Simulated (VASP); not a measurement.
Input of a VASP 6.6.1 run:

File INCAR:

```
PREC     = Accurate       # precision mode
ENCUT    = 520            # plane-wave cutoff, eV
EDIFF    = 1E-7           # SCF threshold, eV
ISMEAR   = 0              # smearing method
SIGMA    = 0.15           # smearing width, eV
LREAL    = False          # projectors in reciprocal space
LASPH    = True           # aspherical terms in the spheres
NELM     = 60             # most SCF steps
ALGO     = Normal         # electronic algorithm
ISIF     = 2              # what is computed and relaxed
LWAVE    = False          # write WAVECAR
LCHARG   = False          # write CHGCAR
GGA      = PS             # functional
NBANDS   = 12             # bands
```

Contents of KPOINTS:

```
Automatic mesh
0
Gamma
  18 18 18
```

The input POSCAR:

```
Cd
1.0
    0.0000000000      2.2181497500      2.2514219962
    2.2181497500      0.0000000000      2.2514219962
    2.2181497500      2.2181497500      0.0000000000
Cd
1
Direct
    0.0000000000      0.0000000000      0.0000000000
```

Potentials or basis: VASP PAW PBE potentials, release 64 (Cd).

The run is started by

```bash
$ cat potpaw_PBE.64/Cd/POTCAR > POTCAR
$ mpirun -np 1 vasp_std > vasp.out
```

Problem. What does it give for the band gap on the k mesh?

Solution. Zero (bands 6 and 7 overlap by 2.97 eV).

Problem. Estimate the pressure.

Solution. -2.5 GPa.

Stress tensor (GPa, compression positive):
```
-2.35  0.00  0.00
 0.00 -2.35  0.00
 0.00  0.00 -2.82
```

Caveat: the cell differs from its parent crystal (strain +0.000 along x and y, +0.015 along z); the PAW data sets were made with another functional, which shifts forces and pressure a little.
